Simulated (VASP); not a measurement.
# TiAl3 (Pm-3m) in VASP: a series of runs

Runs on TiAl3. Level: PBEsol. Tasks: single point.

Everything below comes from runs of VASP 6.6.1. Logs are shortened: lines on timing, memory, paths and dates and some standing lists are left out, and cuts for length are marked.

## (1) The cell of the first run

It takes space group Pm-3m (No. 221, cubic). The conventional cell has a = 3.987 Å, b = 3.987 Å, c = 3.987 Å, α = 90.00°, β = 90.00°, γ = 90.00°. Ti (site symmetry m-3m) has 12 Al at 2.82 Å within 3.7 Å. Al (site symmetry 4/mmm) has 4 Ti at 2.82 Å and 8 Al at 2.82 Å within 3.7 Å.

## (2) Single point, PBEsol (volume scaled by 1.03)

Contents of INCAR:

```
SYSTEM = TiAl3
ALGO = Fast
EDIFF = 1E-7
ENCUT = 520
GGA = PS
ISIF = 2
ISMEAR = 0
LASPH = .TRUE.
LCHARG = .FALSE.
LREAL = .FALSE.
LWAVE = .FALSE.
NBANDS = 18
NELM = 80
PREC = Accurate
SIGMA = 0.1
```

Contents of KPOINTS:

```
k-points
0
G
  10 10 10
  0 0 0
```

Contents of POSCAR:

```
TiAl3
1.0
    3.9874398758      0.0000000000      0.0000000000
    0.0000000000      3.9874398758      0.0000000000
    0.0000000000      0.0000000000      3.9874398758
Ti Al
1 3
Direct
    0.0000000000      0.0000000000      0.0000000000
    0.5000000000      0.5000000000      0.0000000000
    0.5000000000      0.0000000000      0.5000000000
    0.0000000000      0.5000000000      0.5000000000
```

Potentials or basis: VASP PAW PBE potentials, release 64 (Ti_sv, Al).

Command:

```
> cat potpaw_PBE.64/Ti_sv/POTCAR potpaw_PBE.64/Al/POTCAR > POTCAR
> mpirun -np 1 vasp_std > vasp.out
```

OUTCAR:

```text
SYSTEM = TiAl3
   EDIFF = 1E-7
   ENCUT = 520
   GGA = PS
   ISIF = 2
   ISMEAR = 0
   LASPH = .TRUE.
   LREAL = .FALSE.
   NELM = 80
   PREC = Accurate

 ion  position               nearest neighbor table
   1  0.000  0.000  0.000-   2 2.82   3 2.82   4 2.82   3 2.82   4 2.82   2 2.82   4 2.82   4 2.82
                             2 2.82   3 2.82   3 2.82   2 2.82
   2  0.500  0.500  0.000-   1 2.82   3 2.82   4 2.82   3 2.82   4 2.82   1 2.82   3 2.82   3 2.82
                             1 2.82   4 2.82   4 2.82   1 2.82
   3  0.500  0.000  0.500-   1 2.82   2 2.82   4 2.82   1 2.82   2 2.82   2 2.82   4 2.82   2 2.82
                             1 2.82   4 2.82   1 2.82   4 2.82
   4  0.000  0.500  0.500-   1 2.82   2 2.82   3 2.82   1 2.82   2 2.82   1 2.82   3 2.82   1 2.82
                             2 2.82   3 2.82   2 2.82   3 2.82

  LATTYP: Found a simple cubic cell.
 ALAT       =     3.9874398758

  Lattice vectors:

 A1 = (   3.9874398758,   0.0000000000,   0.0000000000)
 A2 = (   0.0000000000,   3.9874398758,   0.0000000000)
 A3 = (   0.0000000000,   0.0000000000,   3.9874398758)

Analysis of symmetry for initial positions (statically):
=====================================================================
 Subroutine PRICEL returns:
 Original cell was already a primitive cell.

 Routine SETGRP: Setting up the symmetry group for a
 simple cubic supercell.

 Subroutine GETGRP returns: Found 48 space group operations
 (whereof 48 operations were pure point group operations)
 out of a pool of 48 trial point group operations.

The static configuration has the point symmetry O_h .

Analysis of symmetry for dynamics (positions and initial velocities):
=====================================================================
 Subroutine PRICEL returns:
 Original cell was already a primitive cell.

 Routine SETGRP: Setting up the symmetry group for a
 simple cubic supercell.

 Subroutine GETGRP returns: Found 48 space group operations
 (whereof 48 operations were pure point group operations)
 out of a pool of 48 trial point group operations.

The dynamic configuration has the point symmetry O_h .

 Subroutine INISYM returns: Found 48 space group operations
 (whereof 48 operations are pure point group operations),
 and found     1 'primitive' translations

----------------------------------------------------------------------------------------

                                     Primitive cell

  volume of cell :      63.3990

  direct lattice vectors                    reciprocal lattice vectors
     3.987439876  0.000000000  0.000000000     0.250787480  0.000000000  0.000000000
     0.000000000  3.987439876  0.000000000     0.000000000  0.250787480  0.000000000
     0.000000000  0.000000000  3.987439876     0.000000000  0.000000000  0.250787480

  length of vectors
     3.987439876  3.987439876  3.987439876     0.250787480  0.250787480  0.250787480

  position of ions in fractional coordinates (direct lattice)
     0.000000000  0.000000000  0.000000000
     0.500000000  0.500000000  0.000000000
     0.500000000  0.000000000  0.500000000
     0.000000000  0.500000000  0.500000000

  ion indices of the primitive-cell ions
   primitive index   ion index
                 1           1
                 2           2
                 3           3
                 4           4

----------------------------------------------------------------------------------------

 KPOINTS: k-points

Automatic generation of k-mesh.
 Grid dimensions read from file:
 generate k-points for:   10   10   10

 Generating k-lattice:

  Cartesian coordinates                     Fractional coordinates (reciprocal lattice)
     0.025078748  0.000000000  0.000000000     0.100000000  0.000000000  0.000000000
     0.000000000  0.025078748  0.000000000     0.000000000  0.100000000  0.000000000
     0.000000000  0.000000000  0.025078748     0.000000000  0.000000000  0.100000000

  Length of vectors
     0.025078748  0.025078748  0.025078748

  Shift w.r.t. Gamma in fractional coordinates (k-lattice)
     0.000000000  0.000000000  0.000000000

 Subroutine IBZKPT returns following result:
 ===========================================

 Found     56 irreducible k-points:

 Following reciprocal coordinates:
            Coordinates               Weight
  0.000000  0.000000  0.000000      1.000000
  0.100000  0.000000  0.000000      6.000000
  0.200000  0.000000  0.000000      6.000000
  0.300000  0.000000  0.000000      6.000000
  0.400000  0.000000  0.000000      6.000000
  0.500000  0.000000  0.000000      3.000000
[... 16 lines left out ...]
  0.200000  0.100000  0.100000     24.000000
  0.300000  0.100000  0.100000     24.000000
 [... further k-points ...]
   k-points           NKPTS =     56   k-points in BZ     NKDIM =     56   number of bands    NBANDS=     18
   number of dos      NEDOS =    301   number of ions     NIONS =      4
   total plane-waves  NPLWV =  27000
   dimension x,y,z NGX =    30 NGY =   30 NGZ =   30
   dimension x,y,z NGXF=    60 NGYF=   60 NGZF=   60
   ions per type =               1   3
   NGX,Y,Z   is equivalent  to a cutoff of  12.51, 12.51, 12.51 a.u.
   NGXF,Y,Z  is equivalent  to a cutoff of  25.02, 25.02, 25.02 a.u.
 SYSTEM =  TiAl3
   PREC   = accura    normal or accurate (medium, high low for compatibility)
   ISTART =      0    job   : 0-new  1-cont  2-samecut
   ICHARG =      2    charge: 1-file 2-atom 10-const
   ISPIN  =      1    spin polarized calculation?
   LNONCOLLINEAR =      F non collinear calculations
   LSORBIT =      F    spin-orbit coupling
   LASPH  =      T    aspherical Exc in radial PAW
   ENCUT  =  520.0 eV  38.22 Ry    6.18 a.u.   7.41  7.41  7.41*2*pi/ulx,y,z
   NELM   =     80;   NELMIN=  2; NELMDL= -5     # of ELM steps
   EDIFF  = 0.1E-06   stopping-criterion for ELM
   LREAL  =      F    real-space projection
   EDIFFG = 0.1E-05   stopping-criterion for IOM
   NSW    =      0    number of steps for IOM
   IBRION =     -1    ionic relax: 0-MD 1-quasi-New 2-CG
   NFREE  =      0    steps in history (QN), initial steepest desc. (CG)
   ISIF   =      2    stress and relaxation
   ISYM   =      2    0-nonsym 1-usesym 2-fastsym
   POTIM  = 0.5000    time-step for ionic-motion
   TEBEG  =    0.0;   TEEND  =   0.0 temperature during run
   PSTRESS=    0.0 pullay stress
   NELECT =      21.0000    total number of electrons
   NUPDOWN=      -1.0000    fix difference up-down
   EMIN   =  10.00;   EMAX   =-10.00  energy-range for DOS
   EFERMI =   0.00;   METHOD = LEGACY
   ISMEAR =     0;   SIGMA  =   0.10  broadening in eV -4-tet -1-fermi 0-gaus
   EFERMI_NEDOS =   21; number of points for ismear=-14 and -15
   IALGO  =     68    algorithm
   IMIX   =      4    mixing-type and parameters
     AMIX     =   0.40;   BMIX     =  1.00
     AMIX_MAG =   1.60;   BMIX_MAG =  1.00
  volume/ion in A,a.u.               =      15.85       106.96
  Fermi-wavevector in a.u.,A,eV,Ry     =   1.132714  2.140520 17.456847  1.283042
  Thomas-Fermi vector in A             =   2.269416
   LORBIT       =      0    0 simple, 1 ext, 2 COOP (PROOUT), +10 PAW based schemes
   GGA     = PS    functional components
   LHFCALC =     F    Hartree Fock is set to
   AEXX    =    0.0000 exact exchange contribution
   IVDW    =     0    specifies the selected vdW correction
   LEPSILON=     F    determine dielectric tensor
   LRPA    =     F    only Hartree local field effects (RPA)
 non-spin polarized calculation
 RMM-DIIS sequential band-by-band and
 Gauss-broadening in eV      SIGMA  =   0.10
  energy-cutoff  :      520.00
  volume of cell :       63.40
 maximum number of plane-waves:      1743
 NGX is ok and might be reduce to    30
   NGX = 15   NGY = 15   NGZ = 15

 number of electron      20.9999998 magnetization

 Free energy of the ion-electron system (eV)
  ---------------------------------------------------
  ext. energy  EPLUGINS =         0.00000000
  ---------------------------------------------------
  free energy    TOTEN  =       -22.10987544 eV

  energy without entropy =      -22.09863533  energy(sigma->0) =      -22.10425538

 E-fermi :   8.8095     XC(G=0): -10.8176

 val. band max:        8.8023606916   @ k =   0.4000   0.4000   0.1000
 cond. band min:       8.8395937012   @ k =   0.2000   0.1000   0.0000
 fundamental gap:      0.0372330096
 Fermi energy:         8.8095443449

 k-point     1 :       0.0000    0.0000    0.0000
  band No.  band energies     occupation
      1     -47.9827      2.00000
      2     -24.3830      2.00000
      3     -24.3830      2.00000
      4     -24.3830      2.00000
      5      -1.8921      2.00000
      6       5.7296      2.00000
[... 10 lines left out ...]
     17      14.3798      0.00000
     18      14.3798      0.00000

 k-point     2 :       0.1000    0.0000    0.0000
  band No.  band energies     occupation
      1     -47.9826      2.00000
      2     -24.3847      2.00000
      3     -24.3829      2.00000
      4     -24.3829      2.00000
      5      -1.7965      2.00000
      6       4.9921      2.00000
[... 10 lines left out ...]
     17      14.2459      0.00000
     18      14.2489      0.00000

 k-point     3 :       0.2000    0.0000    0.0000
  band No.  band energies     occupation
      1     -47.9824      2.00000
      2     -24.3893      2.00000
      3     -24.3826      2.00000
      4     -24.3826      2.00000
      5      -1.5124      2.00000
      6       3.8069      2.00000
[... 10 lines left out ...]
     17      13.6121      0.00000
     18      13.6121      0.00000

 k-point     4 :       0.3000    0.0000    0.0000
  band No.  band energies     occupation
      1     -47.9822      2.00000
      2     -24.3950      2.00000
      3     -24.3821      2.00000
      4     -24.3821      2.00000
      5      -1.0485      2.00000
      6       2.6184      2.00000
[... 375 lines left out ...]
      4     -24.3844      2.00000
      5      -1.6068      2.00000
      6       4.9850      2.00000
[... 10 lines left out ...]
     17      14.1343      0.00000
     18      14.4995      0.00000

 k-point    23 :       0.2000    0.1000    0.1000
  band No.  band energies     occupation
      1     -47.9823      2.00000
      2     -24.3890      2.00000
      3     -24.3842      2.00000
      4     -24.3841      2.00000
      5      -1.3255      2.00000
      6       3.9464      2.00000
[... 10 lines left out ...]
     17      13.4896      0.00000
     18      13.5221      0.00000

 k-point    24 :       0.3000    0.1000    0.1000
  band No.  band energies     occupation
      1     -47.9821      2.00000
      2     -24.3947      2.00000
      3     -24.3838      2.00000
      4     -24.3836      2.00000
      5      -0.8665      2.00000
      6       2.7796      2.00000
[... 10 lines left out ...]
     17      12.9291      0.00000
     18      14.2404      0.00000

 [... further k-points ...]
[... 5 lines left out ...]
  --------------------------------------------------------------------------------------
  -------------------------------------------------------------------------------------
  Total       -1.1966945     -1.1966945     -1.1966945      0.0000000      0.0000000     -0.0000000
  in kB      -30.2420643    -30.2420643    -30.2420643      0.0000000      0.0000000     -0.0000000
  external PRESSURE =     -30.2420643 kB  Pullay stress =       0.0000000 kB

 VOLUME and BASIS-vectors are now :
 -----------------------------------------------------------------------------
  energy-cutoff  :      520.00
  volume of cell :       63.40
      direct lattice vectors                 reciprocal lattice vectors
     3.987439876  0.000000000  0.000000000     0.250787480  0.000000000  0.000000000
     0.000000000  3.987439876  0.000000000     0.000000000  0.250787480  0.000000000
     0.000000000  0.000000000  3.987439876     0.000000000  0.000000000  0.250787480

 POSITION                                       TOTAL-FORCE (eV/Angst)
 -----------------------------------------------------------------------------------
      0.00000      0.00000      0.00000         0.000000      0.000000      0.000000
      1.99372      1.99372      0.00000         0.000000      0.000000      0.000000
      1.99372      0.00000      1.99372         0.000000      0.000000      0.000000
      0.00000      1.99372      1.99372         0.000000      0.000000      0.000000
 -----------------------------------------------------------------------------------
    total drift:                                0.000000     -0.000000      0.000000

  FREE ENERGIE OF THE ION-ELECTRON SYSTEM (eV)
  ---------------------------------------------------
  free  energy   TOTEN  =       -22.1098754364 eV

  energy  without entropy=      -22.0986353264  energy(sigma->0) =      -22.10425538
```

It took 60 s on 1 thread of Intel Xeon 6975P-C (Granite Rapids), shared host; peak memory 0.2 GiB.

What came out:

```yaml
Free_energy: -22.1099 eV
Pressure: -3.0 GPa
```

Caveat: the PAW data sets were made with another functional, which shifts forces and pressure a little.

(Continued in part 2 of 2.)
